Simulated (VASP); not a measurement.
# TiB2 (P6/mmm) in VASP: relaxation of cell and atoms with PBEsol

Aim: the relaxation of cell and atoms of TiB2 with PBEsol.

All numbers are computed with VASP 6.6.1; they aren't measurements. Logs are shortened: lines on timing, memory, paths and dates and some standing lists are left out, and cuts for length are marked.

## Step 1: The cell of the first run

The structure is hexagonal, space group P6/mmm (No. 191). Conventional cell: a = 3.029 Å, b = 3.029 Å, c = 3.228 Å, α = 90.00°, β = 90.00°, γ = 120.00°. Ti (site symmetry 6/mmm) has 12 B at 2.38 Å and 6 Ti at 3.03 Å within 3.1 Å. Within 2.4 Å of B (site symmetry -6m2) lie 3 B at 1.75 Å and 6 Ti at 2.38 Å.

## Step 2: Relaxation of cell and atoms, PBEsol, target pressure 20 GPa, at which the enthalpy is minimised

Contents of INCAR:

```
PREC = Accurate
ENCUT = 600
EDIFF = 1E-6
ISMEAR = -1
SIGMA = 0.05
LREAL = F
LASPH = T
NELM = 80
ALGO = Normal
ISIF = 3
LWAVE = F
LCHARG = F
GGA = PS
IBRION = 2
NSW = 60
EDIFFG = -0.01
PSTRESS = 200.0
```

Contents of KPOINTS:

```
Automatic mesh
0
Gamma
  10 10 8
```

Contents of POSCAR:

```
TiB2
1.0
    3.0292000000      0.0000000000      0.0000000000
   -1.5146000000      2.6233641531      0.0000000000
    0.0000000000      0.0000000000      3.2284000000
Ti B
1 2
Direct
    0.0000000000      0.0000000000      0.0000000000
    0.6666666667      0.3333333333      0.5000000000
    0.3333333333      0.6666666667      0.5000000000
```

Potentials or basis: VASP PAW PBE potentials, release 64 (Ti_sv, B).

Command:

```console
cat potpaw_PBE.64/Ti_sv/POTCAR potpaw_PBE.64/B/POTCAR > POTCAR
mpirun -np 1 vasp_std > vasp.out
```

OUTCAR:

```text
PREC = Accurate
   ENCUT = 600
   EDIFF = 1E-6
   ISMEAR = -1
   LREAL = F
   LASPH = T
   NELM = 80
   ISIF = 3
   GGA = PS
   IBRION = 2
   NSW = 60
   EDIFFG = -0.01
   PSTRESS = 200.0

 ion  position               nearest neighbor table
   1  0.000  0.000  0.000-   2 2.38   3 2.38   2 2.38   3 2.38   3 2.38   3 2.38   2 2.38   2 2.38
                             2 2.38   2 2.38   3 2.38   3 2.38
   2  0.667  0.333  0.500-   3 1.75   3 1.75   3 1.75   1 2.38   1 2.38   1 2.38   1 2.38   1 2.38
                             1 2.38
   3  0.333  0.667  0.500-   2 1.75   2 1.75   2 1.75   1 2.38   1 2.38   1 2.38   1 2.38   1 2.38
                             1 2.38

  LATTYP: Found a hexagonal cell.
 ALAT       =     3.0292000000
 C/A-ratio  =     1.0657599366

  Lattice vectors:

 A1 = (   3.0292000000,   0.0000000000,   0.0000000000)
 A2 = (  -1.5146000000,   2.6233641531,   0.0000000000)
 A3 = (   0.0000000000,   0.0000000000,   3.2284000000)

Analysis of symmetry for initial positions (statically):
=====================================================================
 Subroutine PRICEL returns:
 Original cell was already a primitive cell.

 Routine SETGRP: Setting up the symmetry group for a
 hexagonal supercell.

 Subroutine GETGRP returns: Found 24 space group operations
 (whereof 24 operations were pure point group operations)
 out of a pool of 24 trial point group operations.

The static configuration has the point symmetry D_6h.

Analysis of symmetry for dynamics (positions and initial velocities):
=====================================================================
 Subroutine PRICEL returns:
 Original cell was already a primitive cell.

 Routine SETGRP: Setting up the symmetry group for a
 hexagonal supercell.

 Subroutine GETGRP returns: Found 24 space group operations
 (whereof 24 operations were pure point group operations)
 out of a pool of 24 trial point group operations.

The dynamic configuration has the point symmetry D_6h.

 Subroutine INISYM returns: Found 24 space group operations
 (whereof 24 operations are pure point group operations),
 and found     1 'primitive' translations

----------------------------------------------------------------------------------------

                                     Primitive cell

  volume of cell :      25.6551

  direct lattice vectors                    reciprocal lattice vectors
     3.029200000  0.000000000  0.000000000     0.330120164  0.190594965  0.000000000
    -1.514600000  2.623364153  0.000000000     0.000000000  0.381189931  0.000000000
     0.000000000  0.000000000  3.228400000     0.000000000  0.000000000  0.309750960

  length of vectors
     3.029200000  3.029200000  3.228400000     0.381189931  0.381189931  0.309750960

  position of ions in fractional coordinates (direct lattice)
     0.000000000  0.000000000  0.000000000
     0.666666667  0.333333333  0.500000000
     0.333333333  0.666666667  0.500000000

  ion indices of the primitive-cell ions
   primitive index   ion index
                 1           1
                 2           2
                 3           3

----------------------------------------------------------------------------------------

 KPOINTS: Automatic mesh

Automatic generation of k-mesh.
 Grid dimensions read from file:
 generate k-points for:   10   10    8

 Generating k-lattice:

  Cartesian coordinates                     Fractional coordinates (reciprocal lattice)
     0.033012016  0.019059497  0.000000000     0.100000000  0.000000000  0.000000000
     0.000000000  0.038118993  0.000000000     0.000000000  0.100000000  0.000000000
     0.000000000  0.000000000  0.038718870     0.000000000  0.000000000  0.125000000

  Length of vectors
     0.038118993  0.038118993  0.038718870

  Shift w.r.t. Gamma in fractional coordinates (k-lattice)
     0.000000000  0.000000000  0.000000000

 Subroutine IBZKPT returns following result:
 ===========================================

 Found     70 irreducible k-points:

 Following reciprocal coordinates:
            Coordinates               Weight
  0.000000  0.000000  0.000000      1.000000
  0.100000 -0.000000  0.000000      6.000000
  0.200000 -0.000000  0.000000      6.000000
  0.300000 -0.000000  0.000000      6.000000
  0.400000 -0.000000  0.000000      6.000000
  0.500000 -0.000000  0.000000      3.000000
[... 16 lines left out ...]
  0.300000  0.100000  0.125000     24.000000
  0.400000  0.100000  0.125000     24.000000
 [... further k-points ...]
   k-points           NKPTS =     70   k-points in BZ     NKDIM =     70   number of bands    NBANDS=     13
   number of dos      NEDOS =    301   number of ions     NIONS =      3
   total plane-waves  NPLWV =  16128
   dimension x,y,z NGX =    24 NGY =   24 NGZ =   28
   dimension x,y,z NGXF=    48 NGYF=   48 NGZF=   56
   ions per type =               1   2
   NGX,Y,Z   is equivalent  to a cutoff of  13.17, 13.17, 14.42 a.u.
   NGXF,Y,Z  is equivalent  to a cutoff of  26.34, 26.34, 28.84 a.u.
 SYSTEM =  unknown system
   PREC   = accura    normal or accurate (medium, high low for compatibility)
   ISTART =      0    job   : 0-new  1-cont  2-samecut
   ICHARG =      2    charge: 1-file 2-atom 10-const
   ISPIN  =      1    spin polarized calculation?
   LNONCOLLINEAR =      F non collinear calculations
   LSORBIT =      F    spin-orbit coupling
   LASPH  =      T    aspherical Exc in radial PAW
   ENCUT  =  600.0 eV  44.10 Ry    6.64 a.u.   6.05  6.05  6.45*2*pi/ulx,y,z
   NELM   =     80;   NELMIN=  2; NELMDL= -5     # of ELM steps
   EDIFF  = 0.1E-05   stopping-criterion for ELM
   LREAL  =      F    real-space projection
   EDIFFG = -.1E-01   stopping-criterion for IOM
   NSW    =     60    number of steps for IOM
   IBRION =      2    ionic relax: 0-MD 1-quasi-New 2-CG
   NFREE  =      1    steps in history (QN), initial steepest desc. (CG)
   ISIF   =      3    stress and relaxation
   ISYM   =      2    0-nonsym 1-usesym 2-fastsym
   POTIM  = 0.5000    time-step for ionic-motion
   TEBEG  =    0.0;   TEEND  =   0.0 temperature during run
   PSTRESS=  200.0 pullay stress
   NELECT =      18.0000    total number of electrons
   NUPDOWN=      -1.0000    fix difference up-down
   EMIN   =  10.00;   EMAX   =-10.00  energy-range for DOS
   EFERMI =   0.00;   METHOD = LEGACY
   ISMEAR =    -1;   SIGMA  =   0.05  broadening in eV -4-tet -1-fermi 0-gaus
   EFERMI_NEDOS =   21; number of points for ismear=-14 and -15
   IALGO  =     38    algorithm
   IMIX   =      4    mixing-type and parameters
     AMIX     =   0.40;   BMIX     =  1.00
     AMIX_MAG =   1.60;   BMIX_MAG =  1.00
  volume/ion in A,a.u.               =       8.55        57.71
  Fermi-wavevector in a.u.,A,eV,Ry     =   1.454703  2.748990 28.792122  2.116161
  Thomas-Fermi vector in A             =   2.571823
   LORBIT       =      0    0 simple, 1 ext, 2 COOP (PROOUT), +10 PAW based schemes
   GGA     = PS    functional components
   LHFCALC =     F    Hartree Fock is set to
   AEXX    =    0.0000 exact exchange contribution
   IVDW    =     0    specifies the selected vdW correction
   LEPSILON=     F    determine dielectric tensor
   LRPA    =     F    only Hartree local field effects (RPA)
 conjugate gradient relaxation of ions
 non-spin polarized calculation
  energy-cutoff  :      600.00
  volume of cell :       25.66
 maximum number of plane-waves:       878
   NGX = 13   NGY = 13   NGZ = 13

--------------------------------------- Ionic step        1  -------------------------------------------

 number of electron      18.0000002 magnetization

 Free energy of the ion-electron system (eV)
  ---------------------------------------------------
  ext. energy  EPLUGINS =         0.00000000
  ---------------------------------------------------
  free energy    TOTEN  =       -25.78023972 eV

  energy without entropy =      -25.77392801  energy(sigma->0) =      -25.77708386

 E-fermi :   9.8380     XC(G=0): -12.8717

 val. band max:        9.8118372200   @ k =   0.2000   0.2000   0.1250
 cond. band min:       9.8395942422   @ k =   0.3000   0.2000   0.0000
 fundamental gap:      0.0277570223
 Fermi energy:         9.8380428717

 k-point     1 :       0.0000    0.0000    0.0000
  band No.  band energies     occupation
      1     -46.7960      2.00000
      2     -23.2503      2.00000
      3     -22.9381      2.00000
      4     -22.9381      2.00000
      5      -3.5603      2.00000
      6       7.3134      2.00000
      7       7.3134      2.00000
      8       7.6024      2.00000
      9       7.7577      2.00000
     10      11.8002      0.00000
     11      11.8002      0.00000
     12      13.5853      0.00000
     13      13.5853      0.00000
[... 354 lines left out ...]
  band No.  band energies     occupation
      1     -46.7380      2.00000
      2     -23.3242      2.00000
      3     -23.2060      2.00000
      4     -23.0525      2.00000
      5       0.1151      2.00000
      6       1.5526      2.00000
      7       5.5323      2.00000
      8       6.7710      2.00000
      9       8.1841      2.00000
     10      11.0577      0.00000
     11      12.4318      0.00000
     12      12.7465      0.00000
     13      14.3397      0.00000

 [... further k-points ...]

------------------------ aborting loop because EDIFF is reached ----------------------------------------

  FORCE on cell =-STRESS in cart. coord.  units (eV):
  Direction    XX          YY          ZZ          XY          YZ          ZX
  --------------------------------------------------------------------------------------
  -------------------------------------------------------------------------------------
  Total       -0.6329274     -0.6329274     -1.0042049      0.0000000      0.0000000      0.0000000
  in kB      -39.5267021    -39.5267020    -62.7132127      0.0000000      0.0000000      0.0000000
  external PRESSURE =    -247.2555389 kB  Pullay stress =     200.0000000 kB
[... 299 lines left out ...]
--------------------------------------- Ionic step        9  -------------------------------------------

 number of electron      18.0000000 magnetization

 Free energy of the ion-electron system (eV)
  ---------------------------------------------------
  ext. energy  EPLUGINS =         0.00000000
  ---------------------------------------------------
  free energy    TOTEN  =       -25.69238005 eV

  energy without entropy =      -25.68532296  energy(sigma->0) =      -25.68885151

 E-fermi :  10.7877     XC(G=0): -13.2979

 val. band max:       10.7770373659   @ k =   0.3000   0.2000   0.0000
 cond. band min:      10.8060654513   @ k =   0.0000   0.0000   0.3750
 fundamental gap:      0.0290280854
 Fermi energy:        10.7876682911

 k-point     1 :       0.0000    0.0000    0.0000
  band No.  band energies     occupation
      1     -45.5856      2.00000
      2     -22.0462      2.00000
      3     -21.7004      2.00000
      4     -21.7004      2.00000
      5      -3.0306      2.00000
      6       7.9776      2.00000
      7       7.9776      2.00000
      8       8.5508      2.00000
      9       8.7588      2.00000
     10      13.0478      0.00000
     11      13.0478      0.00000
     12      15.0960      0.00000
     13      15.0960      0.00000
[... 354 lines left out ...]
  band No.  band energies     occupation
      1     -45.5050      2.00000
      2     -22.2052      2.00000
      3     -21.9928      2.00000
      4     -21.8486      2.00000
      5       0.7967      2.00000
      6       2.2361      2.00000
      7       6.2572      2.00000
      8       7.6296      2.00000
      9       8.9867      2.00000
     10      12.2134      0.00000
     11      13.7175      0.00000
     12      14.0834      0.00000
     13      15.7855      0.00000

 [... further k-points ...]

------------------------ aborting loop because EDIFF is reached ----------------------------------------

  FORCE on cell =-STRESS in cart. coord.  units (eV):
  Direction    XX          YY          ZZ          XY          YZ          ZX
  --------------------------------------------------------------------------------------
  -------------------------------------------------------------------------------------
  Total        2.9363051      2.9363051      2.9330949      0.0000000      0.0000000      0.0000000
  in kB      199.9525191    199.9525191    199.7339165      0.0000000      0.0000000      0.0000000
  external PRESSURE =      -0.1203485 kB  Pullay stress =     200.0000000 kB
[... 22 lines left out ...]
  energy  without entropy=      -25.6853229645  energy(sigma->0) =      -25.68885151

  enthalpy is  TOTEN    =       -22.7553776892 eV   P V=        2.9370023578

 reached required accuracy - stopping structural energy minimisation
```

It took 3.5 min on 1 thread of Intel Xeon 8259CL, shared host; peak memory 0.18 GiB.

Results:

```
Free energy                                                : -25.6924 eV
Relaxed volume                                             : 7.84 Å³/atom
Relaxed cell                                               : a = 2.959 Å, b = 2.959 Å, c = 3.102 Å, α = 90.00°, β = 90.00°, γ = 120.00°
Space group after relaxing (to 0.1 Å)                      : P6/mmm (No. 191)
Energy change on relaxing (the run minimises the enthalpy) : +29.3 meV/atom
Ionic steps                                                : 9
Pressure after relaxing                                    : 20.0 GPa
Band gap on the k mesh                                     : zero (bands 9 and 10 overlap by 0.89 eV)
```

The path:
```tsv
step	energy change (eV)	largest force (eV/Å)	pressure (GPa)	volume (Å³)
1	0.0000	0.0000	-4.73	25.66
2	0.7317	0.0000	66.68	21.06
3	0.0821	0.0000	19.48	23.61
4	0.0871	0.0000	19.95	23.57
5	0.0922	0.0000	20.53	23.53
6	0.0921	0.0000	20.48	23.49
7	0.0921	0.0000	20.49	23.49
8	0.0830	0.0000	19.48	23.57
9	0.0879	0.0000	19.99	23.53
```

Final structure:
```yaml
crystal:
  lattice:
    - [2.95932, 0.00000, 0.00000]
    - [-1.47966, 2.56285, 0.00000]
    - [0.00000, 0.00000, 3.10221]
  atoms:
    - { symbol: Ti, position: [0.00000, 0.00000, 0.00000] }
    - { symbol: B, position: [0.66667, 0.33333, 0.50000] }
    - { symbol: B, position: [0.33333, 0.66667, 0.50000] }
```

Caveat: the cell is relaxed towards a set pressure, so the run minimises the enthalpy, not the energy; the PAW data sets were made with another functional, which shifts forces and pressure a little.
